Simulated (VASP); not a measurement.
# SiC (Moissanite) (P6_3mc) in VASP: settings compared

SiC (Moissanite) is run at these levels: r2SCAN, LDA, PBEsol; tasks: single point.

Program: VASP 6.6.1. These are calculated values, not measurements. Logs are shortened: lines on timing, memory, paths and dates and some standing lists are left out, and cuts for length are marked.

**1. The cell of the first run**

Symmetry: P6_3mc, No. 186, hexagonal system. Conventional cell: a = 3.055 Å, b = 3.055 Å, c = 5.014 Å, α = 90.00°, β = 90.00°, γ = 120.00°. Si (site symmetry 3m) has 4 C at 1.86 to 1.93 Å within 2.5 Å. C (site symmetry 3m) has 4 Si at 1.86 to 1.93 Å within 2.5 Å.

**2. Single point, r2SCAN**

POSCAR

```
SiC
1.0
    3.0553550827      0.0000000000      0.0000000000
   -1.5276775413      2.6460151191      0.0000000000
    0.0000000000      0.0000000000      5.0141197845
Si C
2 2
Direct
    0.6666666667      0.3333333333      0.5000000000
    0.3333333333      0.6666666667      0.0000000000
    0.6666666667      0.3333333333      0.8850000000
    0.3333333333      0.6666666667      0.3850000000
```

INCAR.step1

```
SYSTEM = SiC
ALGO = Normal ; EDIFF = 1E-4
ENCUT = 520 ; GGA = PE
ISMEAR = -1 ; LASPH = .True.
LCHARG = .False. ; LREAL = .False.
LWAVE = .True. ; NBANDS = 16
NELM = 100 ; PREC = Accurate
SIGMA = 0.05
```

INCAR.step2

```
SYSTEM = SiC
ALGO = Normal ; EDIFF = 1E-6
ENCUT = 520 ; ISIF = 2
ISMEAR = -1 ; ISTART = 1
LASPH = .True. ; LCHARG = .False.
LMIXTAU = .True. ; LREAL = .False.
LWAVE = .False. ; METAGGA = R2SCAN
NBANDS = 16 ; NELM = 100
PREC = Accurate ; SIGMA = 0.05
```

KPOINTS

```
k-points
0
Gamma
  10 10 5
  0 0 0
```

Potentials or basis: VASP PAW PBE potentials, release 64 (Si, C).

Run with:

```bash
$ cat potpaw_PBE.64/Si/POTCAR potpaw_PBE.64/C/POTCAR > POTCAR
$ cp INCAR.step1 INCAR
$ mpirun -np 1 vasp_std > vasp.out
$ cp INCAR.step2 INCAR
$ mpirun -np 1 vasp_std > vasp.out
```

OUTCAR:

```text
SYSTEM = SiC
   EDIFF = 1E-6
   ENCUT = 520
   ISIF = 2
   ISMEAR = -1
   ISTART = 1
   LASPH = .True.
   LREAL = .False.
   METAGGA = R2SCAN
   NELM = 100
   PREC = Accurate

 ion  position               nearest neighbor table
   1  0.667  0.333  0.500-   4 1.86   4 1.86   4 1.86   3 1.93   2 3.07   2 3.07   2 3.07   2 3.07
                             2 3.07   2 3.07
   2  0.333  0.667  0.000-   3 1.86   3 1.86   3 1.86   4 1.93   1 3.07   1 3.07   1 3.07   1 3.07
                             1 3.07   1 3.07
   3  0.667  0.333  0.885-   2 1.86   2 1.86   2 1.86   1 1.93
   4  0.333  0.667  0.385-   1 1.86   1 1.86   1 1.86   2 1.93

  LATTYP: Found a hexagonal cell.
 ALAT       =     3.0553550827
 C/A-ratio  =     1.6410923277

  Lattice vectors:

 A1 = (   3.0553550827,   0.0000000000,   0.0000000000)
 A2 = (  -1.5276775413,   2.6460151191,   0.0000000000)
 A3 = (   0.0000000000,   0.0000000000,   5.0141197845)

Analysis of symmetry for initial positions (statically):
=====================================================================
 Subroutine PRICEL returns:
 Original cell was already a primitive cell.

 Routine SETGRP: Setting up the symmetry group for a
 hexagonal supercell.

 Subroutine GETGRP returns: Found 12 space group operations
 (whereof  6 operations were pure point group operations)
 out of a pool of 24 trial point group operations.

The static configuration has the point symmetry C_3v.
 The point group associated with its full space group is C_6v.

Analysis of symmetry for dynamics (positions and initial velocities):
=====================================================================
 Subroutine PRICEL returns:
 Original cell was already a primitive cell.

 Routine SETGRP: Setting up the symmetry group for a
 hexagonal supercell.

 Subroutine GETGRP returns: Found 12 space group operations
 (whereof  6 operations were pure point group operations)
 out of a pool of 24 trial point group operations.

The dynamic configuration has the point symmetry C_3v.
 The point group associated with its full space group is C_6v.

 Subroutine INISYM returns: Found 12 space group operations
 (whereof  6 operations are pure point group operations),
 and found     1 'primitive' translations

----------------------------------------------------------------------------------------

                                     Primitive cell

[... 90 lines left out ...]
   LSORBIT =      F    spin-orbit coupling
   LASPH  =      T    aspherical Exc in radial PAW
   ENCUT  =  520.0 eV  38.22 Ry    6.18 a.u.   5.68  5.68  9.32*2*pi/ulx,y,z
   NELM   =    100;   NELMIN=  2; NELMDL=  0     # of ELM steps
   EDIFF  = 0.1E-05   stopping-criterion for ELM
   LREAL  =      F    real-space projection
   EDIFFG = 0.1E-04   stopping-criterion for IOM
   NSW    =      0    number of steps for IOM
   IBRION =     -1    ionic relax: 0-MD 1-quasi-New 2-CG
   NFREE  =      0    steps in history (QN), initial steepest desc. (CG)
   ISIF   =      2    stress and relaxation
   ISYM   =      2    0-nonsym 1-usesym 2-fastsym
   POTIM  = 0.5000    time-step for ionic-motion
   TEBEG  =    0.0;   TEEND  =   0.0 temperature during run
   PSTRESS=    0.0 pullay stress
   NELECT =      16.0000    total number of electrons
   NUPDOWN=      -1.0000    fix difference up-down
   EMIN   =  10.00;   EMAX   =-10.00  energy-range for DOS
   EFERMI =   0.00;   METHOD = LEGACY
   ISMEAR =    -1;   SIGMA  =   0.05  broadening in eV -4-tet -1-fermi 0-gaus
   EFERMI_NEDOS =   21; number of points for ismear=-14 and -15
   IALGO  =     38    algorithm
   IMIX   =      4    mixing-type and parameters
     AMIX     =   0.40;   BMIX     =  1.00
     AMIX_MAG =   1.60;   BMIX_MAG =  1.00
  volume/ion in A,a.u.               =      10.13        68.39
  Fermi-wavevector in a.u.,A,eV,Ry     =   1.200877  2.269329 19.621043  1.442106
  Thomas-Fermi vector in A             =   2.336701
   LORBIT       =      0    0 simple, 1 ext, 2 COOP (PROOUT), +10 PAW based schemes
   METAGGA = R2SCAN    functional components
   LHFCALC =     F    Hartree Fock is set to
   AEXX    =    0.0000 exact exchange contribution
   IVDW    =     0    specifies the selected vdW correction
   LEPSILON=     F    determine dielectric tensor
   LRPA    =     F    only Hartree local field effects (RPA)
 non-spin polarized calculation
  energy-cutoff  :      520.00
  volume of cell :       40.54
 maximum number of plane-waves:      1105
 NGX is ok and might be reduce to    24
   NGX = 11   NGY = 11   NGZ = 19

 number of electron      15.9999999 magnetization

 Free energy of the ion-electron system (eV)
  ---------------------------------------------------
  ext. energy  EPLUGINS =         0.00000000
  ---------------------------------------------------
  free energy    TOTEN  =       -38.58837621 eV

  energy without entropy =      -38.58837621  energy(sigma->0) =      -38.58837621

 E-fermi :   9.5095     XC(G=0): -12.0168

 val. band max:        8.5339777961   @ k =   0.0000   0.0000   0.0000
 cond. band min:      11.3673211325   @ k =   0.3000   0.3000   0.0000
 fundamental gap:      2.8333433364
 Fermi energy:         9.5094695018

 k-point     1 :       0.0000    0.0000    0.0000
  band No.  band energies     occupation
      1      -8.1511      2.00000
      2      -4.5071      2.00000
      3      -0.5819      2.00000
      4       6.8780      2.00000
      5       6.8780      2.00000
      6       8.2381      2.00000
[... 433 lines left out ...]
      3      -0.1169      2.00000
      4       1.3839      2.00000
      5       3.5439      2.00000
      6       4.3925      2.00000
[... 8 lines left out ...]
     15      20.9974      0.00000
     16      22.4020      0.00000

 [... further k-points ...]
[... 5 lines left out ...]
  --------------------------------------------------------------------------------------
  -------------------------------------------------------------------------------------
  Total        1.6254278      1.6254278      0.3725881      0.0000000      0.0000000      0.0000000
  in kB       64.2435536     64.2435536     14.7262053      0.0000000      0.0000000      0.0000000
  external PRESSURE =      47.7377709 kB  Pullay stress =       0.0000000 kB

 VOLUME and BASIS-vectors are now :
 -----------------------------------------------------------------------------
  energy-cutoff  :      520.00
  volume of cell :       40.54
      direct lattice vectors                 reciprocal lattice vectors
     3.055355083  0.000000000  0.000000000     0.327294201  0.188963395  0.000000000
    -1.527677541  2.646015119  0.000000000     0.000000000  0.377926790  0.000000000
     0.000000000  0.000000000  5.014119785     0.000000000  0.000000000  0.199436799

 POSITION                                       TOTAL-FORCE (eV/Angst)
 -----------------------------------------------------------------------------------
      1.52768      0.88201      2.50706        -0.000000      0.000000      0.803601
     -0.00000      1.76401      0.00000         0.000000     -0.000000      0.803601
      1.52768      0.88201      4.43750        -0.000000      0.000000     -0.803601
     -0.00000      1.76401      1.93044        -0.000000      0.000000     -0.803601
 -----------------------------------------------------------------------------------
    total drift:                                0.000000      0.000000      0.000425

  FREE ENERGIE OF THE ION-ELECTRON SYSTEM (eV)
  ---------------------------------------------------
  free  energy   TOTEN  =       -38.5883762140 eV

  energy  without entropy=      -38.5883762140  energy(sigma->0) =      -38.58837621
```

OSZICAR.step1:

```text
N       E                     dE             d eps       ncg     rms          rms(c)
DAV:   1     0.247983320140E+02    0.24798E+02   -0.72087E+03  1344   0.899E+02
DAV:   2    -0.313615470426E+02   -0.56160E+02   -0.51551E+02  1872   0.157E+02
DAV:   3    -0.338780280575E+02   -0.25165E+01   -0.25070E+01  1728   0.309E+01
DAV:   4    -0.338959645539E+02   -0.17936E-01   -0.17934E-01  1648   0.317E+00
DAV:   5    -0.338961331474E+02   -0.16859E-03   -0.16859E-03  1760   0.293E-01    0.128E+01
DAV:   6    -0.301384687680E+02    0.37577E+01   -0.66343E+00  1696   0.159E+01    0.582E+00
DAV:   7    -0.300540657716E+02    0.84403E-01   -0.11714E+00  1904   0.635E+00    0.253E+00
DAV:   8    -0.300371226750E+02    0.16943E-01   -0.49476E-02  1496   0.141E+00    0.643E-01
DAV:   9    -0.300356013814E+02    0.15213E-02   -0.75340E-03  1808   0.593E-01    0.121E-01
DAV:  10    -0.300359101466E+02   -0.30877E-03   -0.98937E-04  1616   0.183E-01    0.573E-02
DAV:  11    -0.300359344363E+02   -0.24290E-04   -0.79423E-05  1160   0.673E-02
   1 F= -.30035934E+02 E0= -.30035934E+02  d E =-.271391E-10
```

Run time: 45 s. Hardware: 1 thread of Intel Xeon Platinum 8488C (Sapphire Rapids), shared host; peak memory 0.17 GiB.

What came out:

```yaml
Free_energy: -38.5884 eV
Pressure: 4.8 GPa
Largest_force: 0.804 eV/Å
Band_gap_on_the_k_mesh: 2.83 eV, indirect (least direct gap 4.64 eV)
```

Forces on the atoms (eV/Å):
```
Si   0.000  0.000  0.804
Si   0.000  0.000  0.804
C    0.000  0.000 -0.804
C    0.000  0.000 -0.804
```

Stress tensor (GPa, compression positive):
```
6.42 0.00 0.00
0.00 6.42 0.00
0.00 0.00 1.47
```

Caveat: the PAW data sets were made with another functional, which shifts forces and pressure a little. r2SCAN opens gaps a little over a GGA but as a rule still falls short of measured ones.

**3. Single point, LDA**

INCAR

```
ALGO = Normal
EDIFF = 1E-7
ENCUT = 520
GGA = CA
ISIF = 2
ISMEAR = -1
LASPH = True
LCHARG = False
LREAL = False
LWAVE = False
NBANDS = 16
NELM = 60
PREC = Accurate
SIGMA = 0.05
```

KPOINTS

```
k-points
0
Gamma
  10 10 5
```

POSCAR

```
SiC
1.0
    3.0563603738      0.0000000000      0.0000000000
   -1.5281801869      2.6468857268      0.0000000000
    0.0000000000      0.0000000000      5.0158697334
Si C
2 2
Direct
    0.6666666667      0.3333333333      0.5045947902
    0.3333333333      0.6666666667      0.0045947902
    0.6666666667      0.3333333333      0.8804052098
    0.3333333333      0.6666666667      0.3804052098
```

Potentials or basis: VASP PAW LDA potentials, release 64 (Si, C).

Run with:

```bash
$ cat potpaw_LDA.64/Si/POTCAR potpaw_LDA.64/C/POTCAR > POTCAR
$ mpirun -np 1 vasp_std > vasp.out
```

Wall time 11 s (1 thread of Intel Xeon 6975P-C, shared host); peak memory 0.15 GiB.

Results (log left out):

```yaml
Free_energy: -33.2757 eV
Pressure: 0.4 GPa
Band_gap_on_the_k_mesh: 2.28 eV, indirect (least direct gap 3.91 eV)
```

Levels at points of the mesh, in eV from the valence-band top:
```tsv
k point	band 4	band 5	band 6	band 7	band 8	band 9	band 10	band 11	band 12	band 13
(0.00, 0.00, 0.00)	-1.33	-1.33	-0.11	0.00	0.00	4.92	6.42	6.67	6.67	7.82
(0.50, 0.00, 0.00)	-6.32	-5.51	-3.37	-3.36	-1.20	2.71	4.16	6.96	7.11	10.12
```

**4. Single point, PBEsol**

This run uses another cell than the first one, of 10.34 Å³/atom, 1.020 times its volume.

INCAR

```
  PREC = Accurate
  ENCUT = 520
  EDIFF = 1E-6
  ISMEAR = -1
  SIGMA = 0.05
  LREAL = F
  LASPH = T
  NELM = 100
  ALGO = Normal
  ISIF = 2
  LWAVE = F
  LCHARG = T
  GGA = PS
  LELF = T
  LVHAR = T
  NBANDS = 16
```

KPOINTS

```
Automatic mesh
0
Gamma
  10 10 5
```

POSCAR

```
SiC
1.0
    3.0757917108      0.0000000000      0.0000000000
   -1.5378958554      2.6637137583      0.0000000000
    0.0000000000      0.0000000000      5.0475640436
Si C
2 2
Direct
    0.6666666667      0.3333333333      0.5045935823
    0.3333333333      0.6666666667      0.0045935823
    0.6666666667      0.3333333333      0.8804064177
    0.3333333333      0.6666666667      0.3804064177
```

Potentials or basis: VASP PAW PBE potentials, release 64 (Si, C).

Run with:

```bash
$ cat potpaw_PBE.64/Si/POTCAR potpaw_PBE.64/C/POTCAR > POTCAR
$ mpirun -np 1 vasp_std > vasp.out
```

Run time: 10 s. Hardware: 1 thread of Intel Xeon 6975P-C, shared host; peak memory 0.16 GiB.

It converged, with:

```yaml
Free_energy: -31.8220 eV
Pressure: 0.4 GPa
Band_gap_on_the_k_mesh: 2.27 eV, indirect (least direct gap 3.85 eV)
```

Levels at points of the mesh, in eV from the valence-band top:
```
           k point  band 5  band 6  band 7  band 8  band 9  band 10  band 11  band 12
(0.00, 0.00, 0.00)   -1.32   -0.11    0.00    0.00    4.74     6.15     6.59     6.59
(0.50, 0.00, 0.00)   -5.48   -3.34   -3.34   -1.20    2.65     4.12     6.80     7.04
```

Caveat: the PAW data sets were made with another functional, which shifts forces and pressure a little. A k mesh can miss the band edges.

**5. Overview**

| level | potentials or basis | cell | gap on the mesh (eV) | pressure (GPa) |
| --- | --- | --- | --- | --- |
| r2SCAN | VASP PAW PBE potentials, release 64 (Si, C) | a = 3.055, b = 3.055, c = 5.014 Å, angles 90.0, 90.0, 120.0°, 4 atoms | 2.83 | 4.8 |
| LDA | VASP PAW LDA potentials, release 64 (Si, C) | a = 3.056, b = 3.056, c = 5.016 Å, angles 90.0, 90.0, 120.0°, 4 atoms | 2.28 | 0.4 |
| PBEsol | VASP PAW PBE potentials, release 64 (Si, C) | a = 3.076, b = 3.076, c = 5.048 Å, angles 90.0, 90.0, 120.0°, 4 atoms | 2.27 | 0.4 |

Alike in all rows: task single point; no spin polarisation; k mesh 10 × 10 × 5; cutoff (eV) 520; smearing fermi-dirac 0.05 eV.

Caveats: the PAW data sets were made with another functional, which shifts forces and pressure a little (some runs).

Total energies depend on the potentials used, so only differences within one code and one set of settings carry meaning.
